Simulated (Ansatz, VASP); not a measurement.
## One calculation of Mg, two programs

```xyz
1
Lattice="-1.7544 1.7544 1.7544 1.7544 -1.7544 1.7544 1.7544 1.7544 -1.7544" Properties=species:S:1:pos:R:3 pbc="T T T"
Mg    0.0000    0.0000    0.0000
```

Alike in both runs: task single point; functional r2SCAN; k mesh 14 × 14 × 14; occupations fermi-dirac, width 0.1 eV; no spin polarisation.

|  | VASP | Ansatz |
| --- | --- | --- |
| version | VASP 6.6.1 | Ansatz 0.2.0 |
| potentials or method | VASP PAW PBE potentials, release 64 (Mg), cutoff 520 eV | plane waves (500 eV) with PAW, scalar-relativistic |
| valence electrons in the cell | 2 | 10 |

```csv
,VASP,Ansatz,Ansatz less VASP
pressure (GPa),1.5,1.8,+0.29
```

VASP's potentials were made for PBE, not for r2SCAN. With one functional, cell and mesh, what is left measures potentials, basis and numerics. VASP's potentials hold 2 valence electrons a cell and Ansatz's 10, so a difference there can come from the potentials and not from the codes.
